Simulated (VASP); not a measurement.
# Cr (Im-3m) in VASP: a series of runs

Runs on Cr. Level: PBE. Tasks: single point.

Everything below comes from runs of VASP 6.6.1. Logs are shortened: lines on timing, memory, paths and dates and some standing lists are left out, and cuts for length are marked.

## Step 1: The cell of the first run

The structure is cubic, space group Im-3m (No. 229). The conventional cell has a = 2.849 Å, b = 2.849 Å, c = 2.849 Å, α = 90.00°, β = 90.00°, γ = 90.00°. Cr (site symmetry m-3m) has 14 Cr at 2.47 to 2.85 Å within 3.3 Å.

## Step 2: Single point, PBE

Contents of INCAR:

```
SYSTEM = Cr
PREC = Accurate
ENCUT = 500
EDIFF = 1E-6
ISMEAR = 0
SIGMA = 0.01
LREAL = .False.
LASPH = .True.
NELM = 120
ALGO = Normal
ISIF = 2
LWAVE = .False.
LCHARG = .False.
GGA = PE
NBANDS = 12
GGA_COMPAT = .False.
```

Contents of KPOINTS:

```
regular mesh
0
Gamma
  15 15 15
  0 0 0
```

Contents of POSCAR:

```
Cr
1.0
   -1.4243177237      1.4243177237      1.4243177237
    1.4243177237     -1.4243177237      1.4243177237
    1.4243177237      1.4243177237     -1.4243177237
Cr
1
Direct
    0.0000000000      0.0000000000      0.0000000000
```

Potentials or basis: VASP PAW PBE potentials, release 64 (Cr_pv).

The run is started by

```sh
cat potpaw_PBE.64/Cr_pv/POTCAR > POTCAR
mpirun -np 1 vasp_std > vasp.out
```

OUTCAR:

```text
SYSTEM = Cr
   PREC = Accurate
   ENCUT = 500
   EDIFF = 1E-6
   ISMEAR = 0
   LREAL = .False.
   LASPH = .True.
   NELM = 120
   ISIF = 2
   GGA = PE

 ion  position               nearest neighbor table
   1  0.000  0.000  0.000-

  LATTYP: Found a body centered cubic cell.
 ALAT       =     2.8486354474

  Lattice vectors:

 A1 = (  -1.4243177237,   1.4243177237,   1.4243177237)
 A2 = (   1.4243177237,  -1.4243177237,   1.4243177237)
 A3 = (   1.4243177237,   1.4243177237,  -1.4243177237)

Analysis of symmetry for initial positions (statically):
=====================================================================
 Subroutine PRICEL returns:
 Original cell was already a primitive cell.

 Routine SETGRP: Setting up the symmetry group for a
 body centered cubic supercell.

 Subroutine GETGRP returns: Found 48 space group operations
 (whereof 48 operations were pure point group operations)
 out of a pool of 48 trial point group operations.

The static configuration has the point symmetry O_h .

Analysis of symmetry for dynamics (positions and initial velocities):
=====================================================================
 Subroutine PRICEL returns:
 Original cell was already a primitive cell.

 Routine SETGRP: Setting up the symmetry group for a
 body centered cubic supercell.

 Subroutine GETGRP returns: Found 48 space group operations
 (whereof 48 operations were pure point group operations)
 out of a pool of 48 trial point group operations.

The dynamic configuration has the point symmetry O_h .

 Subroutine INISYM returns: Found 48 space group operations
 (whereof 48 operations are pure point group operations),
 and found     1 'primitive' translations

----------------------------------------------------------------------------------------

                                     Primitive cell

  volume of cell :      11.5579

  direct lattice vectors                    reciprocal lattice vectors
    -1.424317724  1.424317724  1.424317724     0.000000000  0.351045270  0.351045270
     1.424317724 -1.424317724  1.424317724     0.351045270  0.000000000  0.351045270
     1.424317724  1.424317724 -1.424317724     0.351045270  0.351045270  0.000000000

  length of vectors
     2.466990664  2.466990664  2.466990664     0.496452982  0.496452982  0.496452982

  position of ions in fractional coordinates (direct lattice)
     0.000000000  0.000000000  0.000000000

[... 82 lines left out ...]
   ISYM   =      2    0-nonsym 1-usesym 2-fastsym
   POTIM  = 0.5000    time-step for ionic-motion
   TEBEG  =    0.0;   TEEND  =   0.0 temperature during run
   PSTRESS=    0.0 pullay stress
   NELECT =      12.0000    total number of electrons
   NUPDOWN=      -1.0000    fix difference up-down
   EMIN   =  10.00;   EMAX   =-10.00  energy-range for DOS
   EFERMI =   0.00;   METHOD = LEGACY
   ISMEAR =     0;   SIGMA  =   0.01  broadening in eV -4-tet -1-fermi 0-gaus
   EFERMI_NEDOS =   21; number of points for ismear=-14 and -15
   IALGO  =     38    algorithm
   IMIX   =      4    mixing-type and parameters
     AMIX     =   0.40;   BMIX     =  1.00
     AMIX_MAG =   1.60;   BMIX_MAG =  1.00
  volume/ion in A,a.u.               =      11.56        78.00
  Fermi-wavevector in a.u.,A,eV,Ry     =   1.657709  3.132616 37.388811  2.748000
  Thomas-Fermi vector in A             =   2.745415
   LORBIT       =      0    0 simple, 1 ext, 2 COOP (PROOUT), +10 PAW based schemes
   GGA     = PE    functional components
   LHFCALC =     F    Hartree Fock is set to
   AEXX    =    0.0000 exact exchange contribution
   IVDW    =     0    specifies the selected vdW correction
   LEPSILON=     F    determine dielectric tensor
   LRPA    =     F    only Hartree local field effects (RPA)
 non-spin polarized calculation
 Gauss-broadening in eV      SIGMA  =   0.01
  energy-cutoff  :      500.00
  volume of cell :       11.56
 maximum number of plane-waves:       321
 NGX is ok and might be reduce to    18
   NGX =  9   NGY =  9   NGZ =  9

 number of electron      11.9999993 magnetization

 Free energy of the ion-electron system (eV)
  ---------------------------------------------------
  ext. energy  EPLUGINS =         0.00000000
  ---------------------------------------------------
  free energy    TOTEN  =        -9.50851527 eV

  energy without entropy =       -9.50832456  energy(sigma->0) =       -9.50841992

 E-fermi :  10.9933     XC(G=0): -13.6671

 val. band max:       10.9876397267   @ k =   0.0667   0.0667   0.0667
 cond. band min:      10.9947429232   @ k =  -0.2667   0.3333   0.1333
 fundamental gap:      0.0071031965
 Fermi energy:        10.9933233424

 k-point     1 :       0.0000    0.0000    0.0000
  band No.  band energies     occupation
      1     -31.7381      2.00000
      2     -31.7381      2.00000
      3     -31.7381      2.00000
      4       3.1096      2.00000
      5      10.0721      2.00000
      6      10.0721      2.00000
      7      10.0721      2.00000
      8      12.1259      0.00000
      9      12.1259      0.00000
     10      18.1080      0.00000
     11      33.2594      0.00000
     12      33.2594      0.00000
[... 331 lines left out ...]
 k-point    24 :       0.4000    0.2000    0.0000
  band No.  band energies     occupation
      1     -32.5389      2.00000
      2     -32.1552      2.00000
      3     -31.8290      2.00000
      4       7.4341      2.00000
      5       8.6245      2.00000
      6       9.8508      2.00000
      7      12.0764      0.00000
      8      12.7188      0.00000
      9      16.6797      0.00000
     10      18.1010      0.00000
     11      20.8079      0.00000
     12      24.8680      0.00000

 [... further k-points ...]

------------------------ aborting loop because EDIFF is reached ----------------------------------------

  FORCE on cell =-STRESS in cart. coord.  units (eV):
  Direction    XX          YY          ZZ          XY          YZ          ZX
  --------------------------------------------------------------------------------------
  -------------------------------------------------------------------------------------
  Total       -0.0671506     -0.0671506     -0.0671506      0.0000000      0.0000000      0.0000000
  in kB       -9.3084964     -9.3084964     -9.3084964      0.0000000      0.0000000      0.0000000
  external PRESSURE =      -9.3084964 kB  Pullay stress =       0.0000000 kB

 VOLUME and BASIS-vectors are now :
 -----------------------------------------------------------------------------
  energy-cutoff  :      500.00
  volume of cell :       11.56
      direct lattice vectors                 reciprocal lattice vectors
    -1.424317724  1.424317724  1.424317724     0.000000000  0.351045270  0.351045270
     1.424317724 -1.424317724  1.424317724     0.351045270  0.000000000  0.351045270
     1.424317724  1.424317724 -1.424317724     0.351045270  0.351045270  0.000000000

 POSITION                                       TOTAL-FORCE (eV/Angst)
 -----------------------------------------------------------------------------------
      0.00000      0.00000      0.00000         0.000000     -0.000000     -0.000000
 -----------------------------------------------------------------------------------
    total drift:                                0.000000      0.000000      0.000000

  FREE ENERGIE OF THE ION-ELECTRON SYSTEM (eV)
  ---------------------------------------------------
  free  energy   TOTEN  =        -9.5085152727 eV

  energy  without entropy=       -9.5083245633  energy(sigma->0) =       -9.50841992
```

OSZICAR:

```text
N       E                     dE             d eps       ncg     rms          rms(c)
DAV:   1     0.799840227368E+02    0.79984E+02   -0.69196E+03  2896   0.116E+03
DAV:   2    -0.100017672676E+02   -0.89986E+02   -0.86838E+02  2956   0.297E+02
DAV:   3    -0.111823822709E+02   -0.11806E+01   -0.11765E+01  3196   0.407E+01
DAV:   4    -0.111885554653E+02   -0.61732E-02   -0.61731E-02  3060   0.294E+00
DAV:   5    -0.111886316855E+02   -0.76220E-04   -0.76221E-04  3136   0.298E-01    0.129E+01
DAV:   6    -0.953508898018E+01    0.16535E+01   -0.43559E+00  3028   0.353E+01    0.201E+00
DAV:   7    -0.951857151998E+01    0.16517E-01   -0.56814E-02  2952   0.331E+00    0.107E+00
DAV:   8    -0.950970328099E+01    0.88682E-02   -0.41071E-03  3192   0.979E-01    0.279E-01
DAV:   9    -0.950862594369E+01    0.10773E-02   -0.14807E-03  2984   0.640E-01    0.976E-02
DAV:  10    -0.950857663606E+01    0.49308E-04   -0.90685E-04  3028   0.478E-01    0.683E-02
DAV:  11    -0.950851598086E+01    0.60655E-04   -0.17736E-04  2984   0.227E-01    0.190E-03
DAV:  12    -0.950851527273E+01    0.70813E-06   -0.71251E-07  2284   0.102E-02
   1 F= -.95085153E+01 E0= -.95084199E+01  d E =-.190709E-03
```

Wall time 7.8 s (1 thread of Intel Xeon 6975P-C (Granite Rapids), shared host); peak memory 0.12 GiB.

What came out:

| Property | Result |
| --- | --- |
| Free energy | -9.5085 eV |
| Pressure | -0.9 GPa |
| Band gap on the k mesh | zero (band 6 reaches 13.30 eV, above the bottom of band 7 at 10.07 eV) |

Levels at points of the mesh, in eV from the Fermi level:
| k point | band 3 | band 4 | band 5 | band 6 | band 7 | band 8 | band 9 | band 10 |
| --- | --- | --- | --- | --- | --- | --- | --- | --- |
| (0.00, 0.00, 0.00) | -42.73 | -7.88 | -0.92 | -0.92 | -0.92 | 1.13 | 1.13 | 7.11 |

Caveat: the run has no spin polarisation, though such a crystal can be magnetic. Spin polarisation is off, so any magnetic state and its effect on volume and gap are missing.

## Step 3: Single point, PBE

Contents of INCAR:

```
PREC = Accurate ; ENCUT = 500
EDIFF = 1E-6 ; ISMEAR = 0
SIGMA = 0.03 ; LREAL = False
LASPH = True ; NELM = 120
ALGO = Normal ; ISIF = 2
LWAVE = False ; LCHARG = True
GGA = PE ; LELF = True
LVHAR = True ; NBANDS = 12
GGA_COMPAT = False
```

Contents of KPOINTS:

```
regular mesh
0
Gamma
  15 15 15
```

POSCAR is that of step 2.

Potentials or basis: VASP PAW PBE potentials, release 64 (Cr_pv).

The run is started by

```sh
cat potpaw_PBE.64/Cr_pv/POTCAR > POTCAR
mpirun -np 1 vasp_std > vasp.out
```

It took 7.8 s on 1 thread of Intel Xeon 6975P-C (Granite Rapids), shared host; peak memory 0.13 GiB.

The run converged. Its results:

```
Free energy            : -9.5090 eV
Pressure               : -1.0 GPa
Band gap on the k mesh : zero (band 6 reaches 13.30 eV, above the bottom of band 7 at 10.07 eV)
```

Levels at points of the mesh, in eV from the Fermi level:
| k point | band 4 | band 5 | band 6 | band 7 | band 8 | band 9 |
| --- | --- | --- | --- | --- | --- | --- |
| (0.00, 0.00, 0.00) | -7.88 | -0.92 | -0.92 | -0.92 | 1.14 | 1.14 |

Caveat: the run has no spin polarisation, though such a crystal can be magnetic.

## Step 4: Single point, PBE

Contents of INCAR:

```
  ALGO = Normal
  EDIFF = 1E-6
  ENCUT = 500
  GGA = PE
  GGA_COMPAT = F
  ISIF = 2
  ISMEAR = 0
  LASPH = T
  LCHARG = F
  LREAL = F
  LWAVE = F
  NBANDS = 12
  NELM = 120
  PREC = Accurate
  SIGMA = 0.1
```

Contents of KPOINTS:

```
k-points
0
Gamma
  15 15 15
```

POSCAR is that of step 3.

Potentials or basis: VASP PAW PBE potentials, release 64 (Cr_pv).

The run is started by

```sh
cat potpaw_PBE.64/Cr_pv/POTCAR > POTCAR
mpirun -np 1 vasp_std > vasp.out
```

OUTCAR:

```text
EDIFF = 1E-6
   ENCUT = 500
   GGA = PE
   ISIF = 2
   ISMEAR = 0
   LASPH = T
   LREAL = F
   NELM = 120
   PREC = Accurate

 ion  position               nearest neighbor table
   1  0.000  0.000  0.000-

  LATTYP: Found a body centered cubic cell.
 ALAT       =     2.8486354474

  Lattice vectors:

 A1 = (  -1.4243177237,   1.4243177237,   1.4243177237)
 A2 = (   1.4243177237,  -1.4243177237,   1.4243177237)
 A3 = (   1.4243177237,   1.4243177237,  -1.4243177237)

Analysis of symmetry for initial positions (statically):
=====================================================================
 Subroutine PRICEL returns:
 Original cell was already a primitive cell.

 Routine SETGRP: Setting up the symmetry group for a
 body centered cubic supercell.

 Subroutine GETGRP returns: Found 48 space group operations
 (whereof 48 operations were pure point group operations)
 out of a pool of 48 trial point group operations.

The static configuration has the point symmetry O_h .

Analysis of symmetry for dynamics (positions and initial velocities):
=====================================================================
[... 161 lines left out ...]
 fundamental gap:      0.0243693779
 Fermi energy:        10.9730350002

 k-point     1 :       0.0000    0.0000    0.0000
  band No.  band energies     occupation
      1     -31.7495      2.00000
      2     -31.7495      2.00000
      3     -31.7495      2.00000
      4       3.1093      2.00000
      5      10.0637      2.00000
      6      10.0637      2.00000
      7      10.0637      2.00000
      8      12.1168      0.00000
      9      12.1168      0.00000
     10      18.0916      0.00000
     11      33.2602      0.00000
     12      33.2602      0.00000
[... 331 lines left out ...]
 k-point    24 :       0.4000    0.2000    0.0000
  band No.  band energies     occupation
      1     -32.5499      2.00000
      2     -32.1664      2.00000
      3     -31.8404      2.00000
      4       7.4292      2.00000
      5       8.6179      2.00000
      6       9.8460      2.00000
      7      12.0672      0.00000
      8      12.7093      0.00000
      9      16.6734      0.00000
     10      18.0845      0.00000
     11      20.8021      0.00000
     12      24.8652      0.00000

 [... further k-points ...]
[... 5 lines left out ...]
  --------------------------------------------------------------------------------------
  -------------------------------------------------------------------------------------
  Total       -0.0633974     -0.0633974     -0.0633974      0.0000000     -0.0000000     -0.0000000
  in kB       -8.7882290     -8.7882290     -8.7882290      0.0000000     -0.0000000     -0.0000000
  external PRESSURE =      -8.7882290 kB  Pullay stress =       0.0000000 kB

 VOLUME and BASIS-vectors are now :
 -----------------------------------------------------------------------------
  energy-cutoff  :      500.00
  volume of cell :       11.56
      direct lattice vectors                 reciprocal lattice vectors
    -1.424317724  1.424317724  1.424317724     0.000000000  0.351045270  0.351045270
     1.424317724 -1.424317724  1.424317724     0.351045270  0.000000000  0.351045270
     1.424317724  1.424317724 -1.424317724     0.351045270  0.351045270  0.000000000

 POSITION                                       TOTAL-FORCE (eV/Angst)
 -----------------------------------------------------------------------------------
      0.00000      0.00000      0.00000         0.000000      0.000000     -0.000000
 -----------------------------------------------------------------------------------
    total drift:                                0.000000      0.000000      0.000000

  FREE ENERGIE OF THE ION-ELECTRON SYSTEM (eV)
  ---------------------------------------------------
  free  energy   TOTEN  =        -9.5119151390 eV

  energy  without entropy=       -9.5062336632  energy(sigma->0) =       -9.50907440
```

It took 7.1 s on 1 thread of Intel Xeon 6975P-C (Granite Rapids), shared host; peak memory 0.12 GiB.

Results:

* Free energy: -9.5119 eV
* Pressure: -0.9 GPa
* Band gap on the k mesh: zero (band 6 reaches 13.29 eV, above the bottom of band 7 at 10.06 eV)

Caveat: the run has no spin polarisation, though such a crystal can be magnetic. Spin polarisation is off, so any magnetic state and its effect on volume and gap are missing.

(Continued in part 2 of 2.)
